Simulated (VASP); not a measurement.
# TiAl16 in VASP: further runs, part 2 of 2

VASP 6.6.1. The steps go on from the part before.

## Step 3: Single point, LDA

INCAR

```
SYSTEM = TiAl16
PREC = Accurate ; ENCUT = 520
EDIFF = 1E-7 ; ISMEAR = 0
SIGMA = 0.1 ; LREAL = Auto
LASPH = .True. ; NELM = 60
ALGO = Normal ; ISIF = 2
LWAVE = .False. ; LCHARG = .False.
NBANDS = 44
```

KPOINTS

```
regular mesh
0
Gamma
  2 3 1
  0 0 0
```

POSCAR

```
TiAl16
1.0
    8.1000000000      0.0000000000      0.0000000000
    0.0000000000      5.7275650000      0.0000000000
    0.0000000000      0.0000000000     16.2956740000
Al Ti
16 1
Direct
    0.2500000000      0.2499999564      0.0613659797
    0.7500000000      0.2499999564      0.0613659797
    0.2500000000      0.7500000436      0.0613659797
    0.7500000000      0.7500000436      0.0613659797
   -0.0002050617     -0.0067155938      0.1338112189
    0.5002006173     -0.0066771831      0.1338164350
   -0.0001923457      0.5016292264      0.1346855000
    0.5001793827      0.5016643198      0.1346939685
    0.2499930864      0.2338208296      0.2159231953
    0.7499701235      0.2465976379      0.2241622531
    0.2499613580      0.7373452767      0.2299197934
    0.7499714815      0.7431760268      0.2318563810
    0.0032965432      0.0001525954      0.3016331819
    0.4966491358      0.0001550397      0.3016402390
    0.0007303704      0.4856540258      0.3014317174
    0.4992034568      0.4856685171      0.3014405541
    0.2499554321      1.2480181369      0.3685124653
```

Potentials or basis: VASP PAW LDA potentials, release 64 (Al, Ti_sv).

Launch:

```console
cat potpaw_LDA.64/Al/POTCAR potpaw_LDA.64/Ti_sv/POTCAR > POTCAR
mpirun -np 1 vasp_std > vasp.out
```

OUTCAR:

```text
SYSTEM = TiAl16
   PREC = Accurate
   ENCUT = 520
   EDIFF = 1E-7
   ISMEAR = 0
   LREAL = Auto
   LASPH = .True.
   NELM = 60
   ISIF = 2

 ion  position               nearest neighbor table
   1  0.250  0.250  0.061-   9 2.52   7 2.76   8 2.76   6 2.77   5 2.77   3 2.86   3 2.86
   2  0.750  0.250  0.061-  10 2.65   7 2.76   8 2.76   6 2.77   5 2.77   4 2.86   4 2.86
   3  0.250  0.750  0.061-   5 2.73   6 2.73  11 2.75   8 2.75   7 2.75   1 2.86   1 2.86
   4  0.750  0.750  0.061-   5 2.73   6 2.73   7 2.75   8 2.75  12 2.78   2 2.86   2 2.86
   5  1.000  0.993  0.134-   4 2.73   3 2.73  13 2.74   2 2.77   1 2.77   9 2.79   7 2.82  10 2.89
                             7 2.91  12 2.95  11 2.95
   6  0.500  0.993  0.134-   4 2.73   3 2.73  14 2.74   2 2.77   1 2.77   9 2.79   8 2.82  10 2.89
                             8 2.91  12 2.95  11 2.95
   7  1.000  0.502  0.135-  15 2.72   4 2.75   3 2.75   2 2.76   1 2.76   5 2.82   9 2.87  11 2.89
                            10 2.89   5 2.91  12 2.92
   8  0.500  0.502  0.135-  16 2.72   4 2.75   3 2.75   2 2.76   1 2.76   6 2.82   9 2.87  11 2.89
                            10 2.89   6 2.91  12 2.92
   9  0.250  0.234  0.216-  17 2.49   1 2.52  14 2.78  13 2.78   6 2.79   5 2.79  16 2.85  15 2.85
                            11 2.85   7 2.87   8 2.87  11 2.89
  10  0.750  0.247  0.224-   2 2.65  15 2.75  16 2.75  13 2.79  14 2.79  12 2.85  12 2.89   8 2.89
                             7 2.89   6 2.89   5 2.89
  11  0.250  0.737  0.230-  15 2.74  16 2.74   3 2.75  13 2.76  14 2.76   9 2.85   7 2.89   8 2.89
                             9 2.89   5 2.95   6 2.95
  12  0.750  0.743  0.232-  15 2.75  16 2.75  13 2.77  14 2.77   4 2.78  10 2.85  10 2.89   8 2.92
                             7 2.92   6 2.95   5 2.95
  13  0.003  0.000  0.302-  17 2.68   5 2.74  11 2.76  12 2.77  15 2.78   9 2.78  10 2.79  15 2.95

  14  0.497  0.000  0.302-  17 2.68   6 2.74  11 2.76  12 2.77  16 2.78   9 2.78  10 2.79  16 2.95

  15  0.001  0.486  0.301-  17 2.67   7 2.72  11 2.74  10 2.75  12 2.75  13 2.78   9 2.85  13 2.95

  16  0.499  0.486  0.301-  17 2.67   8 2.72  11 2.74  10 2.75  12 2.75  14 2.78   9 2.85  14 2.95

  17  0.250  0.248  0.369-   9 2.49  15 2.67  16 2.67  13 2.68  14 2.68

  LATTYP: Found a simple orthorhombic cell.
 ALAT       =     5.7275650000
 B/A-ratio  =     1.4142135445
 C/A-ratio  =     2.8451312207

  Lattice vectors:

[... 169 lines left out ...]
   LRPA    =     F    only Hartree local field effects (RPA)
 non-spin polarized calculation
 Gauss-broadening in eV      SIGMA  =   0.10
  energy-cutoff  :      520.00
  volume of cell :      756.01
 maximum number of plane-waves:     20376
   NGX = 31   NGY = 21   NGZ = 61

 number of electron      60.0000004 magnetization

 Free energy of the ion-electron system (eV)
  ---------------------------------------------------
  ext. energy  EPLUGINS =         0.00000000
  ---------------------------------------------------
  free energy    TOTEN  =       -68.19925493 eV

  energy without entropy =      -68.16429466  energy(sigma->0) =      -68.18177479

 E-fermi :   0.3945     XC(G=0):  -5.0622

 val. band max:        0.2996329458   @ k =   0.0000   0.0000   0.0000
 cond. band min:       0.4667382090   @ k =   0.5000   0.0000   0.0000
 fundamental gap:      0.1671052632
 Fermi energy:         0.3945171927

 k-point     1 :       0.0000    0.0000    0.0000
  band No.  band energies     occupation
      1     -55.9535      2.00000
      2     -32.8113      2.00000
      3     -32.5787      2.00000
      4     -32.5273      2.00000
      5      -9.8614      2.00000
      6      -7.6886      2.00000
[... 169 lines left out ...]
     41       2.7181      0.00000
     42       2.8218      0.00000
 [bands above 42 left out]

------------------------ aborting loop because EDIFF is reached ----------------------------------------

  FORCE on cell =-STRESS in cart. coord.  units (eV):
  Direction    XX          YY          ZZ          XY          YZ          ZX
  --------------------------------------------------------------------------------------
  -------------------------------------------------------------------------------------
  Total       -0.6938396    -10.7032941      0.3359018      0.0011378      0.3928010      0.0008381
  in kB       -1.4704230    -22.6830091      0.7118616      0.0024114      0.8324455      0.0017763
  external PRESSURE =      -7.8138569 kB  Pullay stress =       0.0000000 kB

 VOLUME and BASIS-vectors are now :
 -----------------------------------------------------------------------------
  energy-cutoff  :      520.00
  volume of cell :      756.01
      direct lattice vectors                 reciprocal lattice vectors
     8.100000000  0.000000000  0.000000000     0.123456790  0.000000000  0.000000000
     0.000000000  5.727565000  0.000000000     0.000000000  0.174594265  0.000000000
     0.000000000  0.000000000 16.295674000     0.000000000  0.000000000  0.061365980

 POSITION                                       TOTAL-FORCE (eV/Angst)
 -----------------------------------------------------------------------------------
      2.02500      1.43189      1.00000         0.000094      0.012799     -0.598925
      6.07500      1.43189      1.00000        -0.000204     -0.023504     -0.108593
      2.02500      4.29567      1.00000         0.000054     -0.047844      0.420260
      6.07500      4.29567      1.00000        -0.000384     -0.035133      0.247218
      8.09834      5.68910      2.18054        -0.022216     -0.009930      0.029480
      4.05163      5.68932      2.18063         0.022066     -0.010261      0.028979
[... 9 lines left out ...]
      4.04355      2.78170      4.91218         0.005420      0.038299      0.000761
      2.02464      1.42054      6.00516        -0.000207      0.040448      0.149191
 -----------------------------------------------------------------------------------
    total drift:                                0.000003     -0.007560      0.000361

  FREE ENERGIE OF THE ION-ELECTRON SYSTEM (eV)
  ---------------------------------------------------
  free  energy   TOTEN  =       -68.1992549251 eV

  energy  without entropy=      -68.1642946607  energy(sigma->0) =      -68.18177479
```

Wall time 4.9 min (1 thread of Intel Xeon Platinum 8259CL at 2.50GHz (Skylake/Cascade Lake), shared host); peak memory 0.56 GiB.

What came out:

* Free energy: -68.1993 eV
* Largest force: 0.599 eV/Å
* Band gap on the k mesh: zero (band 30 reaches 0.47 eV, above the bottom of band 31 at 0.30 eV)

Forces on the atoms (eV/Å):
```
Al   0.000  0.013 -0.599
Al   0.000 -0.024 -0.109
Al   0.000 -0.048  0.420
Al   0.000 -0.035  0.247
Al  -0.022 -0.010  0.029
Al   0.022 -0.010  0.029
Al   0.030  0.000 -0.017
Al  -0.030  0.000 -0.017
Al   0.000  0.106 -0.062
Al   0.000 -0.103  0.007
Al   0.000 -0.049 -0.017
Al   0.000  0.099 -0.027
Al  -0.080 -0.028 -0.018
Al   0.080 -0.028 -0.018
Al  -0.005  0.039  0.000
Al   0.005  0.038  0.001
Ti   0.000  0.040  0.149
```

Caveat: the k points lie up to 0.39 Å⁻¹ apart.
